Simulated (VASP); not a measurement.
# BeS (I4/mmm) in VASP: settings compared, part 2 of 2

VASP 6.6.1.

## 3. Single point, HSE06 (epitaxial xy strain +0.4%)

The input, POSCAR:

```
BeS
1.0
    0.0000000000      2.3258712109      2.3093480371
    2.3258712109      0.0000000000      2.3093480371
    2.3258712109      2.3258712109      0.0000000000
Be S
1 1
Direct
    0.0000000000      0.0000000000      0.0000000000
    0.5000000000      0.5000000000      0.5000000000
```

The input, INCAR.step1:

```
ALGO = Normal
EDIFF = 1E-5
ENCUT = 520
GGA = PE
ISIF = 2
ISMEAR = 0
LASPH = True
LCHARG = False
LREAL = False
LWAVE = True
NBANDS = 11
NELM = 80
PREC = Accurate
SIGMA = 0.01
```

The input, INCAR.step2:

```
ALGO = Normal
EDIFF = 1E-6
ENCUT = 520
GGA = PE
HFSCREEN = 0.2079
ISIF = 2
ISMEAR = 0
ISTART = 1
LASPH = True
LCHARG = False
LHFCALC = True
LREAL = False
LWAVE = False
NBANDS = 11
NELM = 80
PREC = Accurate
PRECFOCK = Normal
SIGMA = 0.01
```

The input, KPOINTS:

```
k-points
0
Gamma
  6 6 6
```

Potentials or basis: VASP PAW PBE potentials, release 64 (Be, S).

The run is started by

```
$ cat potpaw_PBE.64/Be/POTCAR potpaw_PBE.64/S/POTCAR > POTCAR
$ cp INCAR.step1 INCAR
$ mpirun -np 1 vasp_std > vasp.out
$ cp INCAR.step2 INCAR
$ mpirun -np 1 vasp_std > vasp.out
```

OUTCAR:

```text
EDIFF = 1E-6
   ENCUT = 520
   GGA = PE
   HFSCREEN = 0.2079
   ISIF = 2
   ISMEAR = 0
   ISTART = 1
   LASPH = True
   LHFCALC = True
   LREAL = False
   NELM = 80
   PREC = Accurate
   PRECFOCK = Normal

 ion  position               nearest neighbor table
   1  0.000  0.000  0.000-   2 2.31   2 2.31   2 2.33   2 2.33   2 2.33   2 2.33
   2  0.500  0.500  0.500-   1 2.31   1 2.31   1 2.33   1 2.33   1 2.33   1 2.33

  LATTYP: Found a body centered tetragonal cell.
 ALAT       =     3.2892786108
 C/A-ratio  =     1.4041668769

  Lattice vectors:

 A1 = (   0.0000000000,  -2.3258712109,  -2.3093480371)
 A2 = (   0.0000000000,   2.3258712109,  -2.3093480371)
 A3 = (   2.3258712109,   0.0000000000,   2.3093480371)

Analysis of symmetry for initial positions (statically):
=====================================================================
 Subroutine PRICEL returns:
 Original cell was already a primitive cell.

 Routine SETGRP: Setting up the symmetry group for a
 body centered tetragonal supercell.

 Subroutine GETGRP returns: Found 16 space group operations
[... 176 lines left out ...]
 cond. band min:       7.7028859251   @ k =   0.5000   0.5000   0.0000
 fundamental gap:      1.6838944276
 Fermi energy:         6.1080025101

 k-point     1 :       0.0000    0.0000    0.0000
  band No.  band energies     occupation
      1     -10.5789      2.00000
      2       5.6379      2.00000
      3       5.7324      2.00000
      4       5.7324      2.00000
      5      12.4077      0.00000
      6      15.9405      0.00000
      7      15.9405      0.00000
      8      16.0294      0.00000
      9      16.9567      0.00000
     10      16.9567      0.00000
     11      17.2178      0.00000
[... 309 lines left out ...]
 k-point    24 :       0.5000    0.0000    0.3333
  band No.  band energies     occupation
      1      -7.3778      2.00000
      2      -0.6273      2.00000
      3       1.6485      2.00000
      4       3.0863      2.00000
      5       8.8099      0.00000
      6      13.0494      0.00000
      7      16.5836      0.00000
      8      18.0999      0.00000
      9      20.1288      0.00000
     10      24.5658      0.00000
     11      24.7256      0.00000

 [... further k-points ...]
[... 5 lines left out ...]
  --------------------------------------------------------------------------------------
  -------------------------------------------------------------------------------------
  Total       -0.4065443     -0.4065443     -0.3032467      0.0000000     -0.0000000     -0.0000000
  in kB      -26.0692011    -26.0692011    -19.4453589      0.0000000     -0.0000000     -0.0000000
  external PRESSURE =     -23.8612537 kB  Pullay stress =       0.0000000 kB

 VOLUME and BASIS-vectors are now :
 -----------------------------------------------------------------------------
  energy-cutoff  :      520.00
  volume of cell :       24.99
      direct lattice vectors                 reciprocal lattice vectors
     0.000000000  2.325871211  2.309348037    -0.214973210  0.214973210  0.216511324
     2.325871211  0.000000000  2.309348037     0.214973210 -0.214973210  0.216511324
     2.325871211  2.325871211  0.000000000     0.214973210  0.214973210 -0.216511324

 POSITION                                       TOTAL-FORCE (eV/Angst)
 -----------------------------------------------------------------------------------
      0.00000      0.00000      0.00000         0.000000      0.000000      0.000000
      2.32587      2.32587      2.30935         0.000000      0.000000     -0.000000
 -----------------------------------------------------------------------------------
    total drift:                                0.000000     -0.000000     -0.000000

  FREE ENERGIE OF THE ION-ELECTRON SYSTEM (eV)
  ---------------------------------------------------
  free  energy   TOTEN  =       -10.1665116629 eV

  energy  without entropy=      -10.1665116629  energy(sigma->0) =      -10.16651166
```

OUTCAR.step1:

```text
EDIFF = 1E-5
   ENCUT = 520
   GGA = PE
   ISIF = 2
   ISMEAR = 0
[... 558 lines left out ...]
 -----------------------------------------------------------------------------------
      0.00000      0.00000      0.00000         0.000000      0.000000      0.000000
      2.32587      2.32587      2.30935        -0.000000      0.000000      0.000000
 -----------------------------------------------------------------------------------
    total drift:                               -0.000000     -0.000000      0.000000

  FREE ENERGIE OF THE ION-ELECTRON SYSTEM (eV)
  ---------------------------------------------------
  free  energy   TOTEN  =        -8.8783194478 eV

  energy  without entropy=       -8.8783194478  energy(sigma->0) =       -8.87831945
```

OSZICAR.step1:

```text
N       E                     dE             d eps       ncg     rms          rms(c)
DAV:   1     0.177029659352E+02    0.17703E+02   -0.39736E+03   660   0.634E+02
DAV:   2    -0.797899684475E+01   -0.25682E+02   -0.24762E+02   859   0.108E+02
DAV:   3    -0.895329462761E+01   -0.97430E+00   -0.97223E+00   856   0.211E+01
DAV:   4    -0.895805432453E+01   -0.47597E-02   -0.47588E-02   841   0.174E+00
DAV:   5    -0.895808090190E+01   -0.26577E-04   -0.26577E-04   881   0.121E-01    0.628E+00
DAV:   6    -0.887877832824E+01    0.79303E-01   -0.19447E-01   766   0.183E+00    0.422E+00
DAV:   7    -0.887766438588E+01    0.11139E-02   -0.67021E-02   827   0.124E+00    0.165E+00
DAV:   8    -0.887832348208E+01   -0.65910E-03   -0.62005E-03   747   0.380E-01    0.301E-01
DAV:   9    -0.887830574378E+01    0.17738E-04   -0.16132E-04   768   0.801E-02    0.573E-02
DAV:  10    -0.887831845432E+01   -0.12711E-04   -0.21382E-05   757   0.262E-02    0.736E-03
DAV:  11    -0.887831944779E+01   -0.99347E-06   -0.47255E-06   432   0.117E-02
   1 F= -.88783194E+01 E0= -.88783194E+01  d E =-.191466E-72
```

Run time: 15 min. Hardware: 1 thread of Intel Xeon Platinum 8375C at 2.90GHz (Ice Lake), shared host; peak memory 0.25 GiB.

Results:

* Free energy: -10.1665 eV
* Pressure: -2.4 GPa
* Band gap on the k mesh: 1.68 eV, indirect (least direct gap 5.13 eV)

Stress tensor (GPa, compression positive):
```
-2.61  0.00  0.00
 0.00 -2.61  0.00
 0.00  0.00 -1.94
```

Caveat: the cell differs from its parent crystal (epitaxial xy strain +0.4%); the PAW data sets were made with another functional, which shifts forces and pressure a little. A k mesh can miss the band edges.
